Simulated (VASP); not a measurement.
# ZnSeS in VASP: further runs

The runs below take ZnSeS through single point, relaxation of cell and atoms, with PBE.

Everything below comes from runs of VASP 6.6.1. Logs are shortened: lines on timing, memory, paths and dates and some standing lists are left out, and cuts for length are marked.

## Step 1: The cell of the first run

It takes space group P4/mmm (No. 123, tetragonal). The conventional cell has a = 3.633 Å, b = 3.633 Å, c = 5.133 Å, α = 90.00°, β = 90.00°, γ = 90.00°. Zn (site symmetry 4/mmm) has 4 Se at 2.57 Å within 3.4 Å. Se (site symmetry 4/mmm) has 2 S at 2.57 Å and 4 Zn at 2.57 Å within 3.4 Å. Within 3.4 Å of S (site symmetry 4/mmm) lie 2 Se at 2.57 Å.

The cell was built from a structure type or drawn by symmetry, and may not be a known phase.

## Step 2: Single point, PBE

File INCAR:

```
PREC = Accurate
ENCUT = 520
EDIFF = 1E-6
ISMEAR = 0
SIGMA = 0.1
LREAL = F
LASPH = T
NELM = 100
ALGO = Normal
ISIF = 2
LWAVE = F
LCHARG = T
GGA = PE
LELF = T
LVHAR = T
NBANDS = 19
```

File KPOINTS:

```
Automatic mesh
0
Gamma
  6 6 4
```

File POSCAR:

```
ZnSeS
1.0
    3.6331965911      0.0000000000      0.0000000000
    0.0000000000      3.6331965911      0.0000000000
    0.0000000000      0.0000000000      5.1329474572
Zn Se S
1 1 1
Direct
    0.0000000000      0.0000000000      0.0000000000
    0.5000000000      0.5000000000      0.0000000000
    0.5000000000      0.5000000000      0.5000000000
```

Potentials or basis: VASP PAW PBE potentials, release 64 (Zn, Se, S).

Launch:

```bash
> cat potpaw_PBE.64/Zn/POTCAR potpaw_PBE.64/Se/POTCAR potpaw_PBE.64/S/POTCAR > POTCAR
> mpirun -np 1 vasp_std > vasp.out
```

OUTCAR:

```text
PREC = Accurate
   ENCUT = 520
   EDIFF = 1E-6
   ISMEAR = 0
   LREAL = F
   LASPH = T
   NELM = 100
   ISIF = 2
   GGA = PE

 ion  position               nearest neighbor table
   1  0.000  0.000  0.000-   2 2.57   2 2.57   2 2.57   2 2.57
   2  0.500  0.500  0.000-   3 2.57   3 2.57   1 2.57   1 2.57   1 2.57   1 2.57
   3  0.500  0.500  0.500-   2 2.57   2 2.57

  LATTYP: Found a simple tetragonal cell.
 ALAT       =     3.6331965911
 C/A-ratio  =     1.4127910033

  Lattice vectors:

 A1 = (   3.6331965911,   0.0000000000,   0.0000000000)
 A2 = (   0.0000000000,   3.6331965911,   0.0000000000)
 A3 = (   0.0000000000,   0.0000000000,   5.1329474572)

Analysis of symmetry for initial positions (statically):
=====================================================================
 Subroutine PRICEL returns:
 Original cell was already a primitive cell.

 Routine SETGRP: Setting up the symmetry group for a
 simple tetragonal supercell.

 Subroutine GETGRP returns: Found 16 space group operations
 (whereof 16 operations were pure point group operations)
 out of a pool of 16 trial point group operations.

The static configuration has the point symmetry D_4h.

Analysis of symmetry for dynamics (positions and initial velocities):
=====================================================================
 Subroutine PRICEL returns:
 Original cell was already a primitive cell.

 Routine SETGRP: Setting up the symmetry group for a
 simple tetragonal supercell.

 Subroutine GETGRP returns: Found 16 space group operations
 (whereof 16 operations were pure point group operations)
 out of a pool of 16 trial point group operations.

The dynamic configuration has the point symmetry D_4h.

 Subroutine INISYM returns: Found 16 space group operations
 (whereof 16 operations are pure point group operations),
 and found     1 'primitive' translations

----------------------------------------------------------------------------------------

                                     Primitive cell

  volume of cell :      67.7555

  direct lattice vectors                    reciprocal lattice vectors
     3.633196591  0.000000000  0.000000000     0.275239717  0.000000000  0.000000000
     0.000000000  3.633196591  0.000000000     0.000000000  0.275239717  0.000000000
     0.000000000  0.000000000  5.132947457     0.000000000  0.000000000  0.194819840

  length of vectors
[... 83 lines left out ...]
   NELM   =    100;   NELMIN=  2; NELMDL= -5     # of ELM steps
   EDIFF  = 0.1E-05   stopping-criterion for ELM
   LREAL  =      F    real-space projection
   EDIFFG = 0.1E-04   stopping-criterion for IOM
   NSW    =      0    number of steps for IOM
   IBRION =     -1    ionic relax: 0-MD 1-quasi-New 2-CG
   NFREE  =      0    steps in history (QN), initial steepest desc. (CG)
   ISIF   =      2    stress and relaxation
   ISYM   =      2    0-nonsym 1-usesym 2-fastsym
   POTIM  = 0.5000    time-step for ionic-motion
   TEBEG  =    0.0;   TEEND  =   0.0 temperature during run
   PSTRESS=    0.0 pullay stress
   NELECT =      24.0000    total number of electrons
   NUPDOWN=      -1.0000    fix difference up-down
   EMIN   =  10.00;   EMAX   =-10.00  energy-range for DOS
   EFERMI =   0.00;   METHOD = LEGACY
   ISMEAR =     0;   SIGMA  =   0.10  broadening in eV -4-tet -1-fermi 0-gaus
   EFERMI_NEDOS =   21; number of points for ismear=-14 and -15
   IALGO  =     38    algorithm
   IMIX   =      4    mixing-type and parameters
     AMIX     =   0.40;   BMIX     =  1.00
     AMIX_MAG =   1.60;   BMIX_MAG =  1.00
  volume/ion in A,a.u.               =      22.59       152.41
  Fermi-wavevector in a.u.,A,eV,Ry     =   1.158325  2.188917 18.255161  1.341716
  Thomas-Fermi vector in A             =   2.294928
   LORBIT       =      0    0 simple, 1 ext, 2 COOP (PROOUT), +10 PAW based schemes
   GGA     = PE    functional components
   LHFCALC =     F    Hartree Fock is set to
   AEXX    =    0.0000 exact exchange contribution
   IVDW    =     0    specifies the selected vdW correction
   LEPSILON=     F    determine dielectric tensor
   LRPA    =     F    only Hartree local field effects (RPA)
 non-spin polarized calculation
 Gauss-broadening in eV      SIGMA  =   0.10
  energy-cutoff  :      520.00
  volume of cell :       67.76
 maximum number of plane-waves:      1875
 NGX is ok and might be reduce to    28
   NGX = 13   NGY = 13   NGZ = 19

 number of electron      23.9999970 magnetization

 Free energy of the ion-electron system (eV)
  ---------------------------------------------------
  ext. energy  EPLUGINS =         0.00000000
  ---------------------------------------------------
  free energy    TOTEN  =        -8.01973802 eV

  energy without entropy =       -8.01166810  energy(sigma->0) =       -8.01570306

 E-fermi :   2.4496     XC(G=0):  -9.3905

 val. band max:        2.4089980507   @ k =   0.1667   0.1667   0.0000
 cond. band min:       2.4696280347   @ k =   0.3333   0.0000   0.5000
 fundamental gap:      0.0606299840
 Fermi energy:         2.4495528391

 k-point     1 :       0.0000    0.0000    0.0000
  band No.  band energies     occupation
      1     -12.2654      2.00000
      2      -8.2851      2.00000
      3      -4.6435      2.00000
      4      -4.5581      2.00000
      5      -4.4486      2.00000
      6      -4.4486      2.00000
[... 505 lines left out ...]
      6      -4.4398      2.00000
[... 11 lines left out ...]
     18      10.3923      0.00000
     19      12.0819      0.00000

 [... further k-points ...]

------------------------ aborting loop because EDIFF is reached ----------------------------------------

  FORCE on cell =-STRESS in cart. coord.  units (eV):
  Direction    XX          YY          ZZ          XY          YZ          ZX
  --------------------------------------------------------------------------------------
  -------------------------------------------------------------------------------------
  Total        0.0525628      0.0525628      0.0112563      0.0000000      0.0000000      0.0000000
  in kB        1.2429227      1.2429227      0.2661707      0.0000000      0.0000000      0.0000000
  external PRESSURE =       0.9173387 kB  Pullay stress =       0.0000000 kB

 VOLUME and BASIS-vectors are now :
 -----------------------------------------------------------------------------
  energy-cutoff  :      520.00
  volume of cell :       67.76
      direct lattice vectors                 reciprocal lattice vectors
     3.633196591  0.000000000  0.000000000     0.275239717  0.000000000  0.000000000
     0.000000000  3.633196591  0.000000000     0.000000000  0.275239717  0.000000000
     0.000000000  0.000000000  5.132947457     0.000000000  0.000000000  0.194819840

 POSITION                                       TOTAL-FORCE (eV/Angst)
 -----------------------------------------------------------------------------------
      0.00000      0.00000      0.00000         0.000000      0.000000      0.000000
      1.81660      1.81660      0.00000         0.000000      0.000000      0.000000
      1.81660      1.81660      2.56647         0.000000      0.000000      0.000000
 -----------------------------------------------------------------------------------
    total drift:                               -0.000000      0.000000     -0.000000

  FREE ENERGIE OF THE ION-ELECTRON SYSTEM (eV)
  ---------------------------------------------------
  free  energy   TOTEN  =        -8.0197380245 eV

  energy  without entropy=       -8.0116681012  energy(sigma->0) =       -8.01570306
```

OSZICAR:

```text
N       E                     dE             d eps       ncg     rms          rms(c)
DAV:   1     0.147513831029E+03    0.14751E+03   -0.11491E+04  1140   0.134E+03
DAV:   2     0.505832037286E+01   -0.14246E+03   -0.13603E+03  1241   0.282E+02
DAV:   3    -0.857880672009E+01   -0.13637E+02   -0.13231E+02  1371   0.832E+01
DAV:   4    -0.882988533760E+01   -0.25108E+00   -0.25073E+00  1339   0.112E+01
DAV:   5    -0.883256083532E+01   -0.26755E-02   -0.26752E-02  1434   0.121E+00    0.744E+00
DAV:   6    -0.808696735185E+01    0.74559E+00   -0.50242E+00  1380   0.330E+01    0.559E+00
DAV:   7    -0.802651538481E+01    0.60452E-01   -0.49933E-01  1314   0.692E+00    0.311E+00
DAV:   8    -0.802402345632E+01    0.24919E-02   -0.14080E-01  1316   0.233E+00    0.589E-01
DAV:   9    -0.801931611683E+01    0.47073E-02   -0.30423E-02  1468   0.106E+00    0.210E-01
DAV:  10    -0.801962161959E+01   -0.30550E-03   -0.31837E-03  1318   0.372E-01    0.125E-01
DAV:  11    -0.801970007806E+01   -0.78458E-04   -0.35346E-04  1280   0.136E-01    0.353E-02
DAV:  12    -0.801973377296E+01   -0.33695E-04   -0.43489E-05  1247   0.459E-02    0.113E-02
DAV:  13    -0.801973812094E+01   -0.43480E-05   -0.85709E-06  1246   0.208E-02    0.442E-03
DAV:  14    -0.801973802455E+01    0.96387E-07   -0.97014E-07   721   0.110E-02
   1 F= -.80197380E+01 E0= -.80157031E+01  d E =-.806992E-02
```

stdout:

```text
POSCAR found type information on POSCAR ZnSeS
 POSCAR found :  3 types and       3 ions
 scaLAPACK will be used
 LDA part: xc-table for (Slater+PW92), standard interpolation
 POSCAR, INCAR and KPOINTS ok, starting setup
 FFT: planning ... GRIDC
 FFT: planning ... GRID_SOFT
 FFT: planning ... GRID
 WAVECAR not read
 entering main loop
```

It took 19 s on 1 thread of Intel Xeon 6975P-C (Granite Rapids), shared host; peak memory 0.19 GiB.

Results:

| Item | Value |
| --- | --- |
| Free energy | -8.0197 eV |
| Pressure | 0.1 GPa |
| Band gap on the k mesh | zero (bands 12 and 13 overlap by 2.62 eV) |

## Step 3: Relaxation of cell and atoms, PBE

This run uses another cell than the first one, of 20.48 Å³/atom.

File INCAR:

```
SYSTEM = ZnSeS
PREC = Accurate ; ENCUT = 600
EDIFF = 1E-6 ; ISMEAR = 0
SIGMA = 0.1 ; LREAL = .False.
LASPH = .True. ; NELM = 60
ALGO = Normal ; ISIF = 3
LWAVE = .False. ; LCHARG = .False.
GGA = PE ; IBRION = 2
NSW = 90 ; EDIFFG = -0.04
```

File KPOINTS:

```
regular mesh
0
Gamma
  4 4 4
  0 0 0
```

File POSCAR:

```
ZnSeS
1.0
    3.8814428100      0.0000000000      0.0000000000
    0.0000000000      3.9187464500      0.0000000000
    0.0000000000      0.0000000000      4.0395161800
Zn Se S
1 1 1
Direct
    0.0000000000      0.0000000000      0.0000000000
    0.5000000000      0.5000000000      0.0000000000
    0.5000000000      0.5000000000      0.5000000000
```

Potentials or basis: VASP PAW PBE potentials, release 64 (Zn, Se, S).

Launch:

```bash
> cat potpaw_PBE.64/Zn/POTCAR potpaw_PBE.64/Se/POTCAR potpaw_PBE.64/S/POTCAR > POTCAR
> mpirun -np 1 vasp_std > vasp.out
```

Run time: 76 s. Hardware: 1 thread of Intel Xeon 6975P-C (Granite Rapids), shared host; peak memory 0.21 GiB.

The run converged. Its results:

```
Free energy                           : -8.0066 eV
Relaxed volume                        : 22.79 Å³/atom
Relaxed cell                          : a = 3.630 Å, b = 3.655 Å, c = 5.154 Å, α = 90.00°, β = 90.00°, γ = 90.00°
Space group after relaxing (to 0.1 Å) : P4/mmm (No. 123)
Energy gained by relaxing             : 789.7 meV/atom
Ionic steps                           : 11
Pressure after relaxing               : 0.0 GPa
Band gap on the k mesh                : zero (bands 12 and 13 overlap by 2.55 eV)
```

Stress tensor (GPa, compression positive):
```
 0.03  0.00  0.00
 0.00 -0.12  0.00
 0.00  0.00  0.04
```

The path:
```tsv
step	energy change (eV)	largest force (eV/Å)	pressure (GPa)	volume (Å³)
1	0.0000	0.0000	20.94	61.44
2	-1.8563	0.0000	-7.22	86.12
3	-1.9668	0.0000	-2.79	77.48
4	-1.9959	0.0000	-5.08	80.79
5	-1.9988	0.0000	-4.73	80.17
6	-2.3151	0.0000	-3.21	73.30
7	-2.3398	0.0000	-2.27	71.48
8	-2.3405	0.0000	-2.04	71.15
9	-2.3679	0.0000	0.56	67.70
10	-2.3689	0.0000	0.12	68.20
11	-2.3691	0.0000	-0.02	68.38
```

Final structure:
```yaml
crystal:
  lattice:
    - [3.63005, 0.00000, 0.00000]
    - [0.00000, 3.65510, 0.00000]
    - [0.00000, 0.00000, 5.15374]
  atoms:
    - { symbol: Zn, position: [0.00000, 0.00000, 0.00000] }
    - { symbol: Se, position: [0.50000, 0.50000, 0.00000] }
    - { symbol: S, position: [0.50000, 0.50000, 0.50000] }
```

Levels at points of the mesh, in eV from the Fermi level:
| k point | band 8 | band 9 | band 10 | band 11 | band 12 | band 13 | band 14 | band 15 | band 16 |
| --- | --- | --- | --- | --- | --- | --- | --- | --- | --- |
| (0.00, 0.00, 0.00) | -6.04 | -2.88 | -2.79 | -0.90 | 0.40 | 0.45 | 3.91 | 5.24 | 5.84 |
| (0.50, 0.00, 0.00) | -6.35 | -5.24 | -1.64 | -1.44 | 0.88 | 2.21 | 3.41 | 4.55 | 4.69 |
| (0.00, 0.50, 0.00) | -6.37 | -5.25 | -1.62 | -1.40 | 0.91 | 2.19 | 3.50 | 4.61 | 4.68 |
| (0.50, 0.50, 0.00) | -5.49 | -5.47 | -5.10 | -2.19 | -1.24 | -1.20 | 4.86 | 5.32 | 5.34 |
| (0.00, 0.00, 0.50) | -2.57 | -2.48 | -1.85 | -1.35 | -0.50 | -0.31 | -0.27 | 3.52 | 5.72 |
| (0.50, 0.00, 0.50) | -6.10 | -2.92 | -1.03 | -0.98 | -0.91 | -0.04 | 3.76 | 4.62 | 4.77 |
| (0.00, 0.50, 0.50) | -6.13 | -2.90 | -1.05 | -1.00 | -0.86 | -0.01 | 3.86 | 4.61 | 4.84 |
| (0.50, 0.50, 0.50) | -5.22 | -5.20 | -2.09 | -2.05 | -2.00 | -0.79 | -0.64 | 3.19 | 8.76 |

Caveat: the k points lie up to 0.43 Å⁻¹ apart in the final cell, too coarse for converged energies and pressures of a metal; a cell axis changed by over 15 % at a fixed basis, so the end point is rough.
